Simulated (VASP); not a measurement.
# Ti3Si (P6_3/mmc) in VASP: notebook

Ti3Si is run at these levels: PBEsol; tasks: single point.

Program: VASP 6.6.1. These are calculated values, not measurements. Logs are shortened: lines on timing, memory, paths and dates and some standing lists are left out, and cuts for length are marked.

**1. The cell of the first run**

It takes space group P6_3/mmc (No. 194, hexagonal). The conventional cell has a = 5.584 Å, b = 5.584 Å, c = 4.250 Å, α = 90.00°, β = 90.00°, γ = 120.00°. Ti (site symmetry mm2) has 4 Si at 2.64 to 2.79 Å and 8 Ti at 2.70 to 2.87 Å within 3.5 Å. Within 3.5 Å of Si (site symmetry -6m2) lie 12 Ti at 2.64 to 2.79 Å.

**2. Single point, PBEsol (strain -0.0500 x Voigt [0, 0, 1, 0, 0, 0])**

The input, INCAR:

```
ALGO = Fast ; EDIFF = 1E-7
ENCUT = 520 ; GGA = PS
ISIF = 2 ; ISMEAR = 0
LASPH = True ; LCHARG = False
LREAL = False ; LWAVE = False
NBANDS = 50 ; NELM = 60
PREC = Accurate ; SIGMA = 0.15
```

The input, KPOINTS:

```
k-points
0
Gamma
  12 12 10
```

The input, POSCAR:

```
Ti3Si
1.0
    5.5838061708      0.0000000000      0.0000000000
   -2.7919030854      4.8357179938      0.0000000000
    0.0000000000      0.0000000000      4.2495539770
Ti Si
6 2
Direct
    0.3431759318      0.1715879659      0.7500000000
    0.8284120341      0.1715879659      0.7500000000
    0.8284120341      0.6568240682      0.7500000000
    0.6568240682      0.8284120341      0.2500000000
    0.1715879659      0.8284120341      0.2500000000
    0.1715879659      0.3431759318      0.2500000000
    0.3333333333      0.6666666667      0.7500000000
    0.6666666667      0.3333333333      0.2500000000
```

Potentials or basis: VASP PAW PBE potentials, release 64 (Ti_sv, Si).

The run is started by

```sh
$ cat potpaw_PBE.64/Ti_sv/POTCAR potpaw_PBE.64/Si/POTCAR > POTCAR
$ mpirun -np 1 vasp_std > vasp.out
```

OUTCAR:

```text
EDIFF = 1E-7
   ENCUT = 520
   GGA = PS
   ISIF = 2
   ISMEAR = 0
   LASPH = True
   LREAL = False
   NELM = 60
   PREC = Accurate

 ion  position               nearest neighbor table
   1  0.343  0.172  0.750-   8 2.64   8 2.64   6 2.70   6 2.70   5 2.70   5 2.70   2 2.71   3 2.71
                             7 2.79   7 2.79   2 2.87   3 2.87
   2  0.828  0.172  0.750-   8 2.64   8 2.64   6 2.70   6 2.70   4 2.70   4 2.70   1 2.71   3 2.71
                             7 2.79   7 2.79   1 2.87   3 2.87
   3  0.828  0.657  0.750-   8 2.64   8 2.64   4 2.70   4 2.70   5 2.70   5 2.70   1 2.71   2 2.71
                             7 2.79   7 2.79   2 2.87   1 2.87
   4  0.657  0.828  0.250-   7 2.64   7 2.64   3 2.70   3 2.70   2 2.70   2 2.70   5 2.71   6 2.71
                             8 2.79   8 2.79   5 2.87   6 2.87
   5  0.172  0.828  0.250-   7 2.64   7 2.64   3 2.70   3 2.70   1 2.70   1 2.70   4 2.71   6 2.71
                             8 2.79   8 2.79   4 2.87   6 2.87
   6  0.172  0.343  0.250-   7 2.64   7 2.64   1 2.70   1 2.70   2 2.70   2 2.70   4 2.71   5 2.71
                             8 2.79   8 2.79   5 2.87   4 2.87
   7  0.333  0.667  0.750-   5 2.64   5 2.64   4 2.64   4 2.64   6 2.64   6 2.64   3 2.79   1 2.79
                             2 2.79   2 2.79   3 2.79   1 2.79
   8  0.667  0.333  0.250-   2 2.64   2 2.64   1 2.64   1 2.64   3 2.64   3 2.64   6 2.79   4 2.79
                             5 2.79   5 2.79   6 2.79   4 2.79

  LATTYP: Found a hexagonal cell.
 ALAT       =     5.5838061708
 C/A-ratio  =     0.7610496939

  Lattice vectors:

 A1 = (   5.5838061708,   0.0000000000,   0.0000000000)
 A2 = (  -2.7919030854,   4.8357179938,   0.0000000000)
 A3 = (   0.0000000000,   0.0000000000,   4.2495539770)

Analysis of symmetry for initial positions (statically):
=====================================================================
 Subroutine PRICEL returns:
 Original cell was already a primitive cell.

 Routine SETGRP: Setting up the symmetry group for a
 hexagonal supercell.

 Subroutine GETGRP returns: Found 24 space group operations
 (whereof 12 operations were pure point group operations)
 out of a pool of 24 trial point group operations.

The static configuration has the point symmetry D_3d.
 The point group associated with its full space group is D_6h.

Analysis of symmetry for dynamics (positions and initial velocities):
=====================================================================
 Subroutine PRICEL returns:
 Original cell was already a primitive cell.

 Routine SETGRP: Setting up the symmetry group for a
 hexagonal supercell.

 Subroutine GETGRP returns: Found 24 space group operations
 (whereof 12 operations were pure point group operations)
 out of a pool of 24 trial point group operations.

The dynamic configuration has the point symmetry D_3d.
 The point group associated with its full space group is D_6h.

 Subroutine INISYM returns: Found 24 space group operations
 (whereof 12 operations are pure point group operations),
 and found     1 'primitive' translations

----------------------------------------------------------------------------------------

                                     Primitive cell

  volume of cell :     114.7452

  direct lattice vectors                    reciprocal lattice vectors
     5.583806171  0.000000000  0.000000000     0.179089311  0.103397262  0.000000000
    -2.791903085  4.835717994  0.000000000     0.000000000  0.206794524  0.000000000
     0.000000000  0.000000000  4.249553977     0.000000000  0.000000000  0.235318814

  length of vectors
     5.583806171  5.583806171  4.249553977     0.206794524  0.206794524  0.235318814

  position of ions in fractional coordinates (direct lattice)
     0.343175932  0.171587966  0.750000000
     0.828412034  0.171587966  0.750000000
     0.828412034  0.656824068  0.750000000
     0.656824068  0.828412034  0.250000000
     0.171587966  0.828412034  0.250000000
     0.171587966  0.343175932  0.250000000
     0.333333333  0.666666667  0.750000000
     0.666666667  0.333333333  0.250000000

  ion indices of the primitive-cell ions
   primitive index   ion index
                 1           1
                 2           2
                 3           3
                 4           4
                 5           5
                 6           6
                 7           7
                 8           8

----------------------------------------------------------------------------------------

 KPOINTS: k-points

Automatic generation of k-mesh.
 Grid dimensions read from file:
 generate k-points for:   12   12   10

 Generating k-lattice:

  Cartesian coordinates                     Fractional coordinates (reciprocal lattice)
     0.014924109  0.008616438  0.000000000     0.083333333  0.000000000  0.000000000
     0.000000000  0.017232877  0.000000000     0.000000000  0.083333333  0.000000000
     0.000000000  0.000000000  0.023531881     0.000000000  0.000000000  0.100000000

  Length of vectors
     0.017232877  0.017232877  0.023531881

  Shift w.r.t. Gamma in fractional coordinates (k-lattice)
     0.000000000  0.000000000  0.000000000

 Subroutine IBZKPT returns following result:
 ===========================================

 Found    114 irreducible k-points:

 Following reciprocal coordinates:
            Coordinates               Weight
  0.000000  0.000000  0.000000      1.000000
  0.083333 -0.000000  0.000000      6.000000
  0.166667 -0.000000  0.000000      6.000000
  0.250000 -0.000000  0.000000      6.000000
  0.333333 -0.000000  0.000000      6.000000
  0.416667 -0.000000  0.000000      6.000000
[... 16 lines left out ...]
  0.250000 -0.000000  0.100000     12.000000
  0.333333 -0.000000  0.100000     12.000000
 [... further k-points ...]
   k-points           NKPTS =    114   k-points in BZ     NKDIM =    114   number of bands    NBANDS=     50
   number of dos      NEDOS =    301   number of ions     NIONS =      8
   total plane-waves  NPLWV =  56448
   dimension x,y,z NGX =    42 NGY =   42 NGZ =   32
   dimension x,y,z NGXF=    84 NGYF=   84 NGZF=   64
   ions per type =               6   2
   NGX,Y,Z   is equivalent  to a cutoff of  12.50, 12.50, 12.52 a.u.
   NGXF,Y,Z  is equivalent  to a cutoff of  25.01, 25.01, 25.04 a.u.
 SYSTEM =  unknown system
   PREC   = accura    normal or accurate (medium, high low for compatibility)
   ISTART =      0    job   : 0-new  1-cont  2-samecut
   ICHARG =      2    charge: 1-file 2-atom 10-const
   ISPIN  =      1    spin polarized calculation?
   LNONCOLLINEAR =      F non collinear calculations
   LSORBIT =      F    spin-orbit coupling
   LASPH  =      T    aspherical Exc in radial PAW
   ENCUT  =  520.0 eV  38.22 Ry    6.18 a.u.  10.38 10.38  7.90*2*pi/ulx,y,z
   NELM   =     60;   NELMIN=  2; NELMDL= -5     # of ELM steps
   EDIFF  = 0.1E-06   stopping-criterion for ELM
   LREAL  =      F    real-space projection
   EDIFFG = 0.1E-05   stopping-criterion for IOM
   NSW    =      0    number of steps for IOM
   IBRION =     -1    ionic relax: 0-MD 1-quasi-New 2-CG
   NFREE  =      0    steps in history (QN), initial steepest desc. (CG)
   ISIF   =      2    stress and relaxation
   ISYM   =      2    0-nonsym 1-usesym 2-fastsym
   POTIM  = 0.5000    time-step for ionic-motion
   TEBEG  =    0.0;   TEEND  =   0.0 temperature during run
   PSTRESS=    0.0 pullay stress
   NELECT =      80.0000    total number of electrons
   NUPDOWN=      -1.0000    fix difference up-down
   EMIN   =  10.00;   EMAX   =-10.00  energy-range for DOS
   EFERMI =   0.00;   METHOD = LEGACY
   ISMEAR =     0;   SIGMA  =   0.15  broadening in eV -4-tet -1-fermi 0-gaus
   EFERMI_NEDOS =   21; number of points for ismear=-14 and -15
   IALGO  =     68    algorithm
   IMIX   =      4    mixing-type and parameters
     AMIX     =   0.40;   BMIX     =  1.00
     AMIX_MAG =   1.60;   BMIX_MAG =  1.00
  volume/ion in A,a.u.               =      14.34        96.79
  Fermi-wavevector in a.u.,A,eV,Ry     =   1.451643  2.743208 28.671129  2.107269
  Thomas-Fermi vector in A             =   2.569117
   LORBIT       =      0    0 simple, 1 ext, 2 COOP (PROOUT), +10 PAW based schemes
   GGA     = PS    functional components
   LHFCALC =     F    Hartree Fock is set to
   AEXX    =    0.0000 exact exchange contribution
   IVDW    =     0    specifies the selected vdW correction
   LEPSILON=     F    determine dielectric tensor
   LRPA    =     F    only Hartree local field effects (RPA)
 non-spin polarized calculation
 RMM-DIIS sequential band-by-band and
 Gauss-broadening in eV      SIGMA  =   0.15
  energy-cutoff  :      520.00
  volume of cell :      114.75
 maximum number of plane-waves:      3114
 NGX is ok and might be reduce to    42
   NGX = 21   NGY = 21   NGZ = 15

 number of electron      79.9999985 magnetization

 Free energy of the ion-electron system (eV)
  ---------------------------------------------------
  ext. energy  EPLUGINS =         0.00000000
  ---------------------------------------------------
  free energy    TOTEN  =       -65.42089239 eV

  energy without entropy =      -65.35608599  energy(sigma->0) =      -65.38848919

 E-fermi :  10.2314     XC(G=0): -12.2523

 val. band max:       10.2303547184   @ k =   0.5000  -0.0000   0.1000
 cond. band min:      10.2322395898   @ k =   0.2500  -0.0000   0.4000
 fundamental gap:      0.0018848714
 Fermi energy:        10.2313718336

 k-point     1 :       0.0000    0.0000    0.0000
  band No.  band energies     occupation
      1     -46.1367      2.00000
      2     -45.9772      2.00000
      3     -45.9772      2.00000
      4     -45.9360      2.00000
      5     -45.8811      2.00000
      6     -45.8811      2.00000
[... 42 lines left out ...]
     49      12.4709      0.00000
     50      12.5498      0.00000

 k-point     2 :       0.0833   -0.0000    0.0000
  band No.  band energies     occupation
      1     -46.1343      2.00000
      2     -45.9798      2.00000
      3     -45.9773      2.00000
      4     -45.9371      2.00000
      5     -45.8810      2.00000
      6     -45.8800      2.00000
[... 42 lines left out ...]
     49      12.5363      0.00000
     50      12.6112      0.00000

 k-point     3 :       0.1667   -0.0000    0.0000
  band No.  band energies     occupation
      1     -46.1274      2.00000
      2     -45.9877      2.00000
      3     -45.9776      2.00000
      4     -45.9389      2.00000
      5     -45.8808      2.00000
      6     -45.8774      2.00000
[... 42 lines left out ...]
     49      12.7271      0.00000
     50      13.0627      0.00000

 k-point     4 :       0.2500   -0.0000    0.0000
  band No.  band energies     occupation
      1     -46.1163      2.00000
      2     -46.0009      2.00000
      3     -45.9780      2.00000
      4     -45.9398      2.00000
      5     -45.8804      2.00000
      6     -45.8746      2.00000
[... 999 lines left out ...]
 k-point    23 :       0.2500   -0.0000    0.1000
  band No.  band energies     occupation
      1     -46.1117      2.00000
      2     -45.9985      2.00000
      3     -45.9756      2.00000
      4     -45.9432      2.00000
      5     -45.8828      2.00000
      6     -45.8783      2.00000
[... 42 lines left out ...]
     49      12.5076      0.00000
     50      12.7565      0.00000

 k-point    24 :       0.3333   -0.0000    0.1000
  band No.  band energies     occupation
      1     -46.0975      2.00000
      2     -46.0152      2.00000
      3     -45.9760      2.00000
      4     -45.9424      2.00000
      5     -45.8824      2.00000
      6     -45.8768      2.00000
[... 42 lines left out ...]
     49      12.5428      0.00000
     50      12.7602      0.00000

 [... further k-points ...]

------------------------ aborting loop because EDIFF is reached ----------------------------------------

  FORCE on cell =-STRESS in cart. coord.  units (eV):
  Direction    XX          YY          ZZ          XY          YZ          ZX
  --------------------------------------------------------------------------------------
  -------------------------------------------------------------------------------------
  Total        3.8125645      3.8125645     11.0467132      0.0000000      0.0000000      0.0000000
  in kB       53.2344945     53.2344945    154.2442603      0.0000000      0.0000000      0.0000000
  external PRESSURE =      86.9044164 kB  Pullay stress =       0.0000000 kB

 VOLUME and BASIS-vectors are now :
 -----------------------------------------------------------------------------
  energy-cutoff  :      520.00
  volume of cell :      114.75
      direct lattice vectors                 reciprocal lattice vectors
     5.583806171  0.000000000  0.000000000     0.179089311  0.103397262  0.000000000
    -2.791903085  4.835717994  0.000000000     0.000000000  0.206794524  0.000000000
     0.000000000  0.000000000  4.249553977     0.000000000  0.000000000  0.235318814

 POSITION                                       TOTAL-FORCE (eV/Angst)
 -----------------------------------------------------------------------------------
      1.43717      0.82975      3.18717         0.019702      0.011375      0.000000
      4.14664      0.82975      3.18717        -0.019702      0.011375      0.000000
      2.79190      3.17622      3.18717         0.000000     -0.022750     -0.000000
      1.35473      4.00597      1.06239        -0.019702     -0.011375     -0.000000
     -1.35473      4.00597      1.06239         0.019702     -0.011375     -0.000000
      0.00000      1.65950      1.06239        -0.000000      0.022750      0.000000
     -0.00000      3.22381      3.18717        -0.000000      0.000000      0.000000
      2.79190      1.61191      1.06239         0.000000      0.000000      0.000000
 -----------------------------------------------------------------------------------
    total drift:                               -0.000000      0.000000     -0.000000

  FREE ENERGIE OF THE ION-ELECTRON SYSTEM (eV)
  ---------------------------------------------------
  free  energy   TOTEN  =       -65.4208923903 eV

  energy  without entropy=      -65.3560859893  energy(sigma->0) =      -65.38848919
```

Run time: 27 min. Hardware: 1 thread of Intel Xeon 6975P-C (Granite Rapids), shared host; peak memory 0.56 GiB.

What came out:

- Free energy: -65.4209 eV
- Pressure: 8.7 GPa
- Largest force: 0.023 eV/Å
- Band gap on the k mesh: zero (bands 40 and 41 overlap by 0.39 eV)

Forces on the atoms (eV/Å):
```
Ti   0.020  0.011  0.000
Ti  -0.020  0.011  0.000
Ti   0.000 -0.023  0.000
Ti  -0.020 -0.011  0.000
Ti   0.020 -0.011  0.000
Ti   0.000  0.023  0.000
Si   0.000  0.000  0.000
Si   0.000  0.000  0.000
```

Caveat: the cell differs from its parent crystal (strain -0.0500 x Voigt [0, 0, 1, 0, 0, 0]); the cell stands under pressure; the PAW data sets were made with another functional, which shifts forces and pressure a little.

[end of part 1 of 2]
